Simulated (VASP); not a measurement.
# Tl3Pd (Pm-3m) in VASP: notebook, part 2 of 2

VASP 6.6.1. Earlier steps stand in the parts before.

### Step 4. Relaxation of cell and atoms, PBE

This run uses another cell than the first one, of 15.64 Å³/atom, 0.620 times its volume.

INCAR

```
PREC = Accurate
ENCUT = 600
EDIFF = 1E-6
ISMEAR = 1
SIGMA = 0.1
LREAL = False
LASPH = True
NELM = 100
ALGO = Normal
ISIF = 3
LWAVE = False
LCHARG = False
GGA = PE
IBRION = 2
NSW = 80
EDIFFG = -0.02
```

KPOINTS

```
Automatic mesh
0
Gamma
  5 5 5
```

POSCAR

```
Tl3Pd
1.0
    3.9700000000      0.0000000000      0.0000000000
    0.0000000000      3.9700000000      0.0000000000
    0.0000000000      0.0000000000      3.9700000000
Pd Tl
1 3
Direct
    0.0000000000      0.0000000000      0.0000000000
    0.0000000000      0.5000000000      0.5000000000
    0.5000000000      0.0000000000      0.5000000000
    0.5000000000      0.5000000000      0.0000000000
```

Potentials or basis: VASP PAW PBE potentials, release 64 (Pd, Tl_d).

Started as:

```
> cat potpaw_PBE.64/Pd/POTCAR potpaw_PBE.64/Tl_d/POTCAR > POTCAR
> mpirun -np 1 vasp_std > vasp.out
```

OUTCAR:

```text
PREC = Accurate
   ENCUT = 600
   EDIFF = 1E-6
   ISMEAR = 1
   LREAL = False
   LASPH = True
   NELM = 100
   ISIF = 3
   GGA = PE
   IBRION = 2
   NSW = 80
   EDIFFG = -0.02

 ion  position               nearest neighbor table
   1  0.000  0.000  0.000-   2 2.81   3 2.81   4 2.81   2 2.81   3 2.81   2 2.81   4 2.81   2 2.81
                             3 2.81   4 2.81   3 2.81   4 2.81
   2  0.000  0.500  0.500-   1 2.81   3 2.81   4 2.81   1 2.81   4 2.81   1 2.81   3 2.81   1 2.81
                             3 2.81   4 2.81   4 2.81   3 2.81
   3  0.500  0.000  0.500-   1 2.81   2 2.81   4 2.81   1 2.81   4 2.81   2 2.81   4 2.81   4 2.81
                             1 2.81   2 2.81   1 2.81   2 2.81
   4  0.500  0.500  0.000-   1 2.81   2 2.81   3 2.81   2 2.81   3 2.81   1 2.81   3 2.81   3 2.81
                             1 2.81   2 2.81   2 2.81   1 2.81

  LATTYP: Found a simple cubic cell.
 ALAT       =     3.9700000000

  Lattice vectors:

 A1 = (   3.9700000000,   0.0000000000,   0.0000000000)
 A2 = (   0.0000000000,   3.9700000000,   0.0000000000)
 A3 = (   0.0000000000,   0.0000000000,   3.9700000000)

Analysis of symmetry for initial positions (statically):
=====================================================================
 Subroutine PRICEL returns:
 Original cell was already a primitive cell.

 Routine SETGRP: Setting up the symmetry group for a
 simple cubic supercell.

 Subroutine GETGRP returns: Found 48 space group operations
 (whereof 48 operations were pure point group operations)
 out of a pool of 48 trial point group operations.

The static configuration has the point symmetry O_h .

Analysis of symmetry for dynamics (positions and initial velocities):
=====================================================================
 Subroutine PRICEL returns:
 Original cell was already a primitive cell.

 Routine SETGRP: Setting up the symmetry group for a
 simple cubic supercell.

 Subroutine GETGRP returns: Found 48 space group operations
 (whereof 48 operations were pure point group operations)
 out of a pool of 48 trial point group operations.

The dynamic configuration has the point symmetry O_h .

 Subroutine INISYM returns: Found 48 space group operations
 (whereof 48 operations are pure point group operations),
 and found     1 'primitive' translations

----------------------------------------------------------------------------------------

                                     Primitive cell

  volume of cell :      62.5708

  direct lattice vectors                    reciprocal lattice vectors
     3.970000000  0.000000000  0.000000000     0.251889169  0.000000000  0.000000000
     0.000000000  3.970000000  0.000000000     0.000000000  0.251889169  0.000000000
     0.000000000  0.000000000  3.970000000     0.000000000  0.000000000  0.251889169

  length of vectors
     3.970000000  3.970000000  3.970000000     0.251889169  0.251889169  0.251889169

  position of ions in fractional coordinates (direct lattice)
     0.000000000  0.000000000  0.000000000
     0.000000000  0.500000000  0.500000000
     0.500000000  0.000000000  0.500000000
     0.500000000  0.500000000  0.000000000

  ion indices of the primitive-cell ions
   primitive index   ion index
                 1           1
                 2           2
                 3           3
                 4           4

----------------------------------------------------------------------------------------

 KPOINTS: Automatic mesh

Automatic generation of k-mesh.
 Grid dimensions read from file:
 generate k-points for:    5    5    5

 Generating k-lattice:

  Cartesian coordinates                     Fractional coordinates (reciprocal lattice)
     0.050377834  0.000000000  0.000000000     0.200000000  0.000000000  0.000000000
     0.000000000  0.050377834  0.000000000     0.000000000  0.200000000  0.000000000
     0.000000000  0.000000000  0.050377834     0.000000000  0.000000000  0.200000000

  Length of vectors
     0.050377834  0.050377834  0.050377834

  Shift w.r.t. Gamma in fractional coordinates (k-lattice)
     0.000000000  0.000000000  0.000000000

 Subroutine IBZKPT returns following result:
 ===========================================

 Found     10 irreducible k-points:

 Following reciprocal coordinates:
            Coordinates               Weight
  0.000000  0.000000  0.000000      1.000000
  0.200000  0.000000  0.000000      6.000000
  0.400000  0.000000  0.000000      6.000000
  0.200000  0.200000  0.000000     12.000000
  0.400000  0.200000  0.000000     24.000000
  0.400000  0.400000  0.000000     12.000000
  0.200000  0.200000  0.200000      8.000000
  0.400000  0.200000  0.200000     24.000000
  0.400000  0.400000  0.200000     24.000000
  0.400000  0.400000  0.400000      8.000000
   k-points           NKPTS =     10   k-points in BZ     NKDIM =     10   number of bands    NBANDS=     29
   number of dos      NEDOS =    301   number of ions     NIONS =      4
   total plane-waves  NPLWV =  32768
   dimension x,y,z NGX =    32 NGY =   32 NGZ =   32
   dimension x,y,z NGXF=    64 NGYF=   64 NGZF=   64
   ions per type =               1   3
   NGX,Y,Z   is equivalent  to a cutoff of  13.40, 13.40, 13.40 a.u.
   NGXF,Y,Z  is equivalent  to a cutoff of  26.80, 26.80, 26.80 a.u.
 SYSTEM =  unknown system
   PREC   = accura    normal or accurate (medium, high low for compatibility)
   ISTART =      0    job   : 0-new  1-cont  2-samecut
   ICHARG =      2    charge: 1-file 2-atom 10-const
   ISPIN  =      1    spin polarized calculation?
   LNONCOLLINEAR =      F non collinear calculations
   LSORBIT =      F    spin-orbit coupling
   LASPH  =      T    aspherical Exc in radial PAW
   ENCUT  =  600.0 eV  44.10 Ry    6.64 a.u.   7.93  7.93  7.93*2*pi/ulx,y,z
   NELM   =    100;   NELMIN=  2; NELMDL= -5     # of ELM steps
   EDIFF  = 0.1E-05   stopping-criterion for ELM
   LREAL  =      F    real-space projection
   EDIFFG = -.2E-01   stopping-criterion for IOM
   NSW    =     80    number of steps for IOM
   IBRION =      2    ionic relax: 0-MD 1-quasi-New 2-CG
   NFREE  =      1    steps in history (QN), initial steepest desc. (CG)
   ISIF   =      3    stress and relaxation
   ISYM   =      2    0-nonsym 1-usesym 2-fastsym
   POTIM  = 0.5000    time-step for ionic-motion
   TEBEG  =    0.0;   TEEND  =   0.0 temperature during run
   PSTRESS=    0.0 pullay stress
   NELECT =      49.0000    total number of electrons
   NUPDOWN=      -1.0000    fix difference up-down
   EMIN   =  10.00;   EMAX   =-10.00  energy-range for DOS
   EFERMI =   0.00;   METHOD = LEGACY
   ISMEAR =     1;   SIGMA  =   0.10  broadening in eV -4-tet -1-fermi 0-gaus
   EFERMI_NEDOS =   21; number of points for ismear=-14 and -15
   IALGO  =     38    algorithm
   IMIX   =      4    mixing-type and parameters
     AMIX     =   0.40;   BMIX     =  1.00
     AMIX_MAG =   1.60;   BMIX_MAG =  1.00
  volume/ion in A,a.u.               =      15.64       105.56
  Fermi-wavevector in a.u.,A,eV,Ry     =   1.508978  2.851556 30.980680  2.277016
  Thomas-Fermi vector in A             =   2.619361
   LORBIT       =      0    0 simple, 1 ext, 2 COOP (PROOUT), +10 PAW based schemes
   GGA     = PE    functional components
   LHFCALC =     F    Hartree Fock is set to
   AEXX    =    0.0000 exact exchange contribution
   IVDW    =     0    specifies the selected vdW correction
   LEPSILON=     F    determine dielectric tensor
   LRPA    =     F    only Hartree local field effects (RPA)
 conjugate gradient relaxation of ions
 non-spin polarized calculation
 Methfessel and Paxton  Order N= 1 SIGMA  =   0.10
  energy-cutoff  :      600.00
  volume of cell :       62.57
 maximum number of plane-waves:      2103
 NGX is ok and might be reduce to    32
   NGX = 15   NGY = 15   NGZ = 15

--------------------------------------- Ionic step        1  -------------------------------------------

 number of electron      49.0000009 magnetization

 Free energy of the ion-electron system (eV)
  ---------------------------------------------------
  ext. energy  EPLUGINS =         0.00000000
  ---------------------------------------------------
  free energy    TOTEN  =        -5.82819378 eV

  energy without entropy =       -5.82473678  energy(sigma->0) =       -5.82704145

 E-fermi :  14.3830     XC(G=0): -13.3871

 val. band max:       14.3698575362   @ k =   0.4000   0.2000   0.2000
 cond. band min:      14.4860776467   @ k =   0.2000   0.2000   0.0000
 fundamental gap:      0.1162201105
 Fermi energy:        14.3829917444

 k-point     1 :       0.0000    0.0000    0.0000
  band No.  band energies     occupation
      1      -1.0547      2.00000
      2      -0.2881      2.00000
      3      -0.2881      2.00000
      4      -0.2881      2.00000
      5       0.2264      2.00000
      6       0.2264      2.00000
[... 747 lines left out ...]
  energy  without entropy=      -11.5604080161  energy(sigma->0) =      -11.56067917

--------------------------------------- Ionic step        4  -------------------------------------------

 number of electron      48.9999982 magnetization

 Free energy of the ion-electron system (eV)
  ---------------------------------------------------
  ext. energy  EPLUGINS =         0.00000000
  ---------------------------------------------------
  free energy    TOTEN  =       -11.56197995 eV

  energy without entropy =      -11.56222397  energy(sigma->0) =      -11.56206129

 E-fermi :   6.9890     XC(G=0): -10.6429

 val. band max:        6.9165822167   @ k =   0.2000   0.2000   0.0000
 cond. band min:       7.0593853759   @ k =   0.4000   0.2000   0.2000
 fundamental gap:      0.1428031591
 Fermi energy:         6.9890126711

 k-point     1 :       0.0000    0.0000    0.0000
  band No.  band energies     occupation
      1      -5.1507      2.00000
      2      -5.0653      2.00000
      3      -5.0653      2.00000
      4      -5.0653      2.00000
      5      -4.7695      2.00000
      6      -4.7695      2.00000
[... 340 lines left out ...]
  FREE ENERGIE OF THE ION-ELECTRON SYSTEM (eV)
  ---------------------------------------------------
  free  energy   TOTEN  =       -11.5619799478 eV

  energy  without entropy=      -11.5622239661  energy(sigma->0) =      -11.56206129

 reached required accuracy - stopping structural energy minimisation
```

Run time: 30 s. Hardware: 1 thread of Intel Xeon 6975P-C (Granite Rapids), shared host; peak memory 0.18 GiB.

What came out:

| Quantity | Value |
| --- | --- |
| Free energy | -11.5620 eV |
| Relaxed volume | 25.25 Å³/atom |
| Relaxed cell | a = 4.657 Å, b = 4.657 Å, c = 4.657 Å, α = 90.00°, β = 90.00°, γ = 90.00° |
| Space group after relaxing (to 0.05 Å) | Pm-3m (No. 221) |
| Energy gained by relaxing | 1433.4 meV/atom |
| Ionic steps | 4 |
| Pressure after relaxing | 0.0 GPa |

The path:
```tsv
step	energy change (eV)	largest force (eV/Å)	pressure (GPa)	volume (Å³)
1	0.0000	0.0000	79.20	62.57
2	-3.9286	0.0000	-5.74	161.96
3	-5.7326	0.0000	-0.39	101.92
4	-5.7338	0.0000	-0.01	101.00
```

Final structure:
```xyz
4
Lattice="4.6571 0.0000 0.0000 0.0000 4.6571 0.0000 0.0000 0.0000 4.6571" Properties=species:S:1:pos:R:3 pbc="T T T"
Pd    0.0000    0.0000    0.0000
Tl    0.0000    2.3285    2.3285
Tl    2.3285    0.0000    2.3285
Tl    2.3285    2.3285    0.0000
```

Caveat: the volume moved by over 15 % at a fixed basis, so the end points are rough; spin-orbit coupling is left out, which moves the levels of the heavy elements.

### Step 5. The runs side by side

```csv
task,cell,cutoff (eV),gap on the mesh (eV),pressure (GPa)
single point,"a = 4.657 Å, 4 atoms",520,none,-0.1
single point,"a = 4.688 Å, 4 atoms",520,none,-0.9
relaxation of cell and atoms,"relaxed from a = 3.970 Å, 4 atoms",600,none,0.0
```

Alike in all rows: level PBE; potentials or basis VASP PAW PBE potentials, release 64 (Pd, Tl_d); no spin polarisation; k mesh 5 × 5 × 5; smearing methfessel-paxton 0.1 eV.

Caveats: spin-orbit coupling is left out, which moves the levels of the heavy elements; the volume moved by over 15 % at a fixed basis, so the end points are rough (some runs).

Absolute energies hang on the potentials; compare differences alone.
